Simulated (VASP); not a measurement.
# NaI: single point with PBE

NaI:

```
CELL_PARAMETERS angstrom
-2.25795 2.25795 8.52781
2.25795 -2.25795 8.52781
2.25795 2.25795 -8.52781
ATOMIC_POSITIONS crystal
I 0.00000 0.00000 0.00000
I 0.75000 0.25000 0.50000
Na 0.50000 0.50000 0.00000
Na 0.25000 0.75000 0.50000
```

- Program: VASP 6.6.1
- Task: single point
- Functional: PBE
- Potentials or basis: VASP PAW PBE potentials, release 64 (I, Na_pv)
- Cutoff: 520 eV
- k mesh: 9 × 9 × 9
- Occupations: fermi-dirac, width 0.05 eV
- Spin: no spin polarisation

The pressure is -0.5 GPa and the band gap on the k mesh is 2.99 eV (least direct gap 3.03 eV).

Stress tensor (GPa, compression positive):
```
-0.83  0.00  0.00
 0.00 -0.83  0.00
 0.00  0.00  0.05
```

Levels at points of the mesh, in eV from the valence-band top:
```csv
k point,band 11,band 12,band 13,band 14,band 15,band 16,band 17,band 18
"(0.00, 0.00, 0.00)",-0.34,-0.32,-0.32,-0.04,2.99,4.54,5.97,6.35
```

Run time: 7.6 min on 1 thread of Intel(R) Xeon(R) 6975P-C (Granite Rapids), on a shared host, peak memory 0.79 GiB.

Caveat: spin-orbit coupling is left out, which moves the levels of the heavy elements; an odd mesh through Γ misses points on the zone boundary, where band edges can lie.
